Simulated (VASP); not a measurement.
# BeS2 (I4/mmm) in VASP: notebook

BeS2 is run at these levels: PBE; tasks: single point.

Everything below comes from runs of VASP 6.6.1. Logs are shortened: lines on timing, memory, paths and dates and some standing lists are left out, and cuts for length are marked.

**1. The cell of the first run**

It takes space group I4/mmm (No. 139, tetragonal). The conventional cell has a = 4.446 Å, b = 4.446 Å, c = 4.920 Å, α = 90.00°, β = 90.00°, γ = 90.00°. Be (site symmetry 4/mmm) has 4 S at 2.22 Å within 2.9 Å. S (site symmetry mmm) has 2 Be at 2.22 Å and 2 S at 2.46 Å within 2.9 Å.

The cell was generated, and may not be a known phase.

**2. Single point, PBE**

Input file INCAR:

```
SYSTEM = BeS2
PREC = Accurate
ENCUT = 520
EDIFF = 1E-6
ISMEAR = 0
SIGMA = 0.1
LREAL = .False.
LASPH = .True.
NELM = 60
ALGO = Normal
ISIF = 2
LWAVE = .False.
LCHARG = .False.
GGA = PE
NBANDS = 14
```

Input file KPOINTS:

```
regular mesh
0
Gamma
  6 6 6
  0 0 0
```

Input file POSCAR:

```
BeS2
1.0
   -2.2231966528      2.2231966528      2.4601811477
    2.2231966528     -2.2231966528      2.4601811477
    2.2231966528      2.2231966528     -2.4601811477
Be S
1 2
Direct
    0.0000000000      0.0000000000      0.0000000000
    0.5000000000      0.0000000000      0.5000000000
    0.0000000000      0.5000000000      0.5000000000
```

Potentials or basis: VASP PAW PBE potentials, release 64 (Be, S).

Launch:

```console
cat potpaw_PBE.64/Be/POTCAR potpaw_PBE.64/S/POTCAR > POTCAR
mpirun -np 1 vasp_std > vasp.out
```

OUTCAR:

```text
SYSTEM = BeS2
   PREC = Accurate
   ENCUT = 520
   EDIFF = 1E-6
   ISMEAR = 0
   LREAL = .False.
   LASPH = .True.
   NELM = 60
   ISIF = 2
   GGA = PE

 ion  position               nearest neighbor table
   1  0.000  0.000  0.000-   2 2.22   3 2.22   3 2.22   2 2.22
   2  0.500  0.000  0.500-   1 2.22   1 2.22   3 2.46   3 2.46
   3  0.000  0.500  0.500-   1 2.22   1 2.22   2 2.46   2 2.46

  LATTYP: Found a body centered tetragonal cell.
 ALAT       =     4.4463933056
 C/A-ratio  =     1.1065962809

  Lattice vectors:

 A1 = (  -2.2231966528,   2.2231966528,   2.4601811477)
 A2 = (   2.2231966528,  -2.2231966528,   2.4601811477)
 A3 = (   2.2231966528,   2.2231966528,  -2.4601811477)

Analysis of symmetry for initial positions (statically):
=====================================================================
 Subroutine PRICEL returns:
 Original cell was already a primitive cell.

 Routine SETGRP: Setting up the symmetry group for a
 body centered tetragonal supercell.

 Subroutine GETGRP returns: Found 16 space group operations
 (whereof 16 operations were pure point group operations)
 out of a pool of 16 trial point group operations.

The static configuration has the point symmetry D_4h.

Analysis of symmetry for dynamics (positions and initial velocities):
=====================================================================
 Subroutine PRICEL returns:
 Original cell was already a primitive cell.

 Routine SETGRP: Setting up the symmetry group for a
 body centered tetragonal supercell.

 Subroutine GETGRP returns: Found 16 space group operations
 (whereof 16 operations were pure point group operations)
 out of a pool of 16 trial point group operations.

The dynamic configuration has the point symmetry D_4h.

 Subroutine INISYM returns: Found 16 space group operations
 (whereof 16 operations are pure point group operations),
 and found     1 'primitive' translations

----------------------------------------------------------------------------------------

                                     Primitive cell

  volume of cell :      48.6388

  direct lattice vectors                    reciprocal lattice vectors
    -2.223196653  2.223196653  2.460181148     0.000000000  0.224901382  0.203237067
     2.223196653 -2.223196653  2.460181148     0.224901382  0.000000000  0.203237067
     2.223196653  2.223196653 -2.460181148     0.224901382  0.224901382  0.000000000

  length of vectors
     3.992204653  3.992204653  3.992204653     0.303126932  0.303126932  0.318058585

  position of ions in fractional coordinates (direct lattice)
     0.000000000  0.000000000  0.000000000
     0.500000000  0.000000000  0.500000000
     0.000000000  0.500000000  0.500000000

  ion indices of the primitive-cell ions
   primitive index   ion index
                 1           1
                 2           2
                 3           3

----------------------------------------------------------------------------------------

 KPOINTS: regular mesh

Automatic generation of k-mesh.
 Grid dimensions read from file:
 generate k-points for:    6    6    6

 Generating k-lattice:

  Cartesian coordinates                     Fractional coordinates (reciprocal lattice)
     0.000000000  0.037483564  0.033872844     0.166666667  0.000000000 -0.000000000
     0.037483564  0.000000000  0.033872844     0.000000000  0.166666667 -0.000000000
     0.037483564  0.037483564  0.000000000     0.000000000  0.000000000  0.166666667

  Length of vectors
     0.050521155  0.050521155  0.053009764

  Shift w.r.t. Gamma in fractional coordinates (k-lattice)
     0.000000000  0.000000000  0.000000000

 Subroutine IBZKPT returns following result:
 ===========================================

 Found     30 irreducible k-points:

 Following reciprocal coordinates:
            Coordinates               Weight
  0.000000  0.000000  0.000000      1.000000
  0.166667  0.000000 -0.000000      8.000000
  0.333333  0.000000 -0.000000      8.000000
  0.500000  0.000000 -0.000000      4.000000
  0.166667  0.166667 -0.000000      8.000000
  0.333333  0.166667 -0.000000     16.000000
[... 16 lines left out ...]
 -0.333333 -0.333333  0.166667      8.000000
 -0.166667 -0.333333  0.166667      8.000000
 [... further k-points ...]
   k-points           NKPTS =     30   k-points in BZ     NKDIM =     30   number of bands    NBANDS=     14
   number of dos      NEDOS =    301   number of ions     NIONS =      3
   total plane-waves  NPLWV =  27000
   dimension x,y,z NGX =    30 NGY =   30 NGZ =   30
   dimension x,y,z NGXF=    60 NGYF=   60 NGZF=   60
   ions per type =               1   2
   NGX,Y,Z   is equivalent  to a cutoff of  12.49, 12.49, 12.49 a.u.
   NGXF,Y,Z  is equivalent  to a cutoff of  24.99, 24.99, 24.99 a.u.
 SYSTEM =  BeS2
   PREC   = accura    normal or accurate (medium, high low for compatibility)
   ISTART =      0    job   : 0-new  1-cont  2-samecut
   ICHARG =      2    charge: 1-file 2-atom 10-const
   ISPIN  =      1    spin polarized calculation?
   LNONCOLLINEAR =      F non collinear calculations
   LSORBIT =      F    spin-orbit coupling
   LASPH  =      T    aspherical Exc in radial PAW
   ENCUT  =  520.0 eV  38.22 Ry    6.18 a.u.   7.42  7.42  7.42*2*pi/ulx,y,z
   NELM   =     60;   NELMIN=  2; NELMDL= -5     # of ELM steps
   EDIFF  = 0.1E-05   stopping-criterion for ELM
   LREAL  =      F    real-space projection
   EDIFFG = 0.1E-04   stopping-criterion for IOM
   NSW    =      0    number of steps for IOM
   IBRION =     -1    ionic relax: 0-MD 1-quasi-New 2-CG
   NFREE  =      0    steps in history (QN), initial steepest desc. (CG)
   ISIF   =      2    stress and relaxation
   ISYM   =      2    0-nonsym 1-usesym 2-fastsym
   POTIM  = 0.5000    time-step for ionic-motion
   TEBEG  =    0.0;   TEEND  =   0.0 temperature during run
   PSTRESS=    0.0 pullay stress
   NELECT =      14.0000    total number of electrons
   NUPDOWN=      -1.0000    fix difference up-down
   EMIN   =  10.00;   EMAX   =-10.00  energy-range for DOS
   EFERMI =   0.00;   METHOD = LEGACY
   ISMEAR =     0;   SIGMA  =   0.10  broadening in eV -4-tet -1-fermi 0-gaus
   EFERMI_NEDOS =   21; number of points for ismear=-14 and -15
   IALGO  =     38    algorithm
   IMIX   =      4    mixing-type and parameters
     AMIX     =   0.40;   BMIX     =  1.00
     AMIX_MAG =   1.60;   BMIX_MAG =  1.00
  volume/ion in A,a.u.               =      16.21       109.41
  Fermi-wavevector in a.u.,A,eV,Ry     =   1.080911  2.042625 15.896617  1.168368
  Thomas-Fermi vector in A             =   2.216914
   LORBIT       =      0    0 simple, 1 ext, 2 COOP (PROOUT), +10 PAW based schemes
   GGA     = PE    functional components
   LHFCALC =     F    Hartree Fock is set to
   AEXX    =    0.0000 exact exchange contribution
   IVDW    =     0    specifies the selected vdW correction
   LEPSILON=     F    determine dielectric tensor
   LRPA    =     F    only Hartree local field effects (RPA)
 non-spin polarized calculation
 Gauss-broadening in eV      SIGMA  =   0.10
  energy-cutoff  :      520.00
  volume of cell :       48.64
 maximum number of plane-waves:      1329
 NGX is ok and might be reduce to    30
   NGX = 15   NGY = 15   NGZ = 15

 number of electron      14.0000002 magnetization

 Free energy of the ion-electron system (eV)
  ---------------------------------------------------
  ext. energy  EPLUGINS =         0.00000000
  ---------------------------------------------------
  free energy    TOTEN  =       -11.43423919 eV

  energy without entropy =      -11.42794189  energy(sigma->0) =      -11.43109054

 E-fermi :   5.6341     XC(G=0):  -9.8103

 val. band max:        5.6150837856   @ k =  -0.3333   0.3333   0.0000
 cond. band min:       5.7249451334   @ k =   0.3333   0.0000  -0.0000
 fundamental gap:      0.1098613478
 Fermi energy:         5.6341071923

 k-point     1 :       0.0000    0.0000    0.0000
  band No.  band energies     occupation
      1     -10.1318      2.00000
      2      -4.3160      2.00000
      3      -0.0462      2.00000
      4       1.3696      2.00000
      5       1.3696      2.00000
      6       4.1036      2.00000
      7       4.1036      2.00000
      8       6.9497      0.00000
      9       8.5567      0.00000
     10      10.0817      0.00000
     11      10.0817      0.00000
     12      10.7017      0.00000
     13      10.8805      0.00000
     14      12.0136      0.00000

 k-point     2 :       0.1667    0.0000   -0.0000
  band No.  band energies     occupation
      1      -9.8726      2.00000
      2      -5.0343      2.00000
      3       0.5956      2.00000
      4       1.1973      2.00000
      5       1.2878      2.00000
      6       3.6536      2.00000
      7       3.7907      2.00000
      8       7.2209      0.00000
      9       8.0703      0.00000
     10       9.3098      0.00000
     11      10.8846      0.00000
     12      11.5626      0.00000
     13      11.7599      0.00000
     14      13.5977      0.00000

 k-point     3 :       0.3333    0.0000   -0.0000
  band No.  band energies     occupation
      1      -9.1159      2.00000
      2      -6.4728      2.00000
      3       0.8924      2.00000
      4       1.0019      2.00000
      5       2.0594      2.00000
      6       2.9925      2.00000
      7       3.2821      2.00000
      8       5.7249      0.19892
      9       8.6929      0.00000
     10       9.7481      0.00000
     11      12.3745      0.00000
     12      13.0047      0.00000
     13      13.7028      0.00000
     14      13.8885      0.00000
[... 324 lines left out ...]
 k-point    23 :      -0.3333   -0.3333    0.1667
  band No.  band energies     occupation
      1      -7.7471      2.00000
      2      -7.7213      2.00000
      3      -0.7448      2.00000
      4       0.5794      2.00000
      5       0.8855      2.00000
      6       3.6323      2.00000
      7       5.2935      2.00000
      8       6.7904      0.00000
      9       6.8814      0.00000
     10       9.6988      0.00000
     11      13.6709      0.00000
     12      15.2150      0.00000
     13      15.6837      0.00000
     14      16.4599      0.00000

 k-point    24 :      -0.1667   -0.3333    0.1667
  band No.  band energies     occupation
      1      -8.7397      2.00000
      2      -6.9105      2.00000
      3       0.2693      2.00000
      4       0.2937      2.00000
      5       3.0051      2.00000
      6       4.0433      2.00000
      7       4.1689      2.00000
      8       4.5754      2.00000
      9       6.9512      0.00000
     10       9.4331      0.00000
     11      12.8583      0.00000
     12      14.2725      0.00000
     13      14.6943      0.00000
     14      15.7645      0.00000

 [... further k-points ...]

------------------------ aborting loop because EDIFF is reached ----------------------------------------

  FORCE on cell =-STRESS in cart. coord.  units (eV):
  Direction    XX          YY          ZZ          XY          YZ          ZX
  --------------------------------------------------------------------------------------
  -------------------------------------------------------------------------------------
  Total        0.0244470      0.0244470     -0.0511218      0.0000000     -0.0000000      0.0000000
  in kB        0.8052917      0.8052917     -1.6839695      0.0000000     -0.0000000      0.0000000
  external PRESSURE =      -0.0244620 kB  Pullay stress =       0.0000000 kB

 VOLUME and BASIS-vectors are now :
 -----------------------------------------------------------------------------
  energy-cutoff  :      520.00
  volume of cell :       48.64
      direct lattice vectors                 reciprocal lattice vectors
    -2.223196653  2.223196653  2.460181148     0.000000000  0.224901382  0.203237067
     2.223196653 -2.223196653  2.460181148     0.224901382  0.000000000  0.203237067
     2.223196653  2.223196653 -2.460181148     0.224901382  0.224901382  0.000000000

 POSITION                                       TOTAL-FORCE (eV/Angst)
 -----------------------------------------------------------------------------------
      0.00000      0.00000      0.00000         0.000000     -0.000000      0.000000
      0.00000      2.22320      0.00000        -0.000000     -0.000000     -0.000000
      2.22320      0.00000      0.00000        -0.000000      0.000000      0.000000
 -----------------------------------------------------------------------------------
    total drift:                               -0.000000     -0.000000      0.000000

  FREE ENERGIE OF THE ION-ELECTRON SYSTEM (eV)
  ---------------------------------------------------
  free  energy   TOTEN  =       -11.4342391928 eV

  energy  without entropy=      -11.4279418871  energy(sigma->0) =      -11.43109054
```

Run time: 25 s. Hardware: 1 thread of AMD EPYC 7R43 (Zen 3), shared host; peak memory 0.13 GiB.

Results:

```yaml
Free_energy: -11.4342 eV
Pressure: 0.0 GPa
Band_gap_on_the_k_mesh: zero (bands 7 and 8 overlap by 2.54 eV)
```

[end of part 1 of 2]

The gap in the log of VASP goes by the Fermi energy; the results here count the filled bands.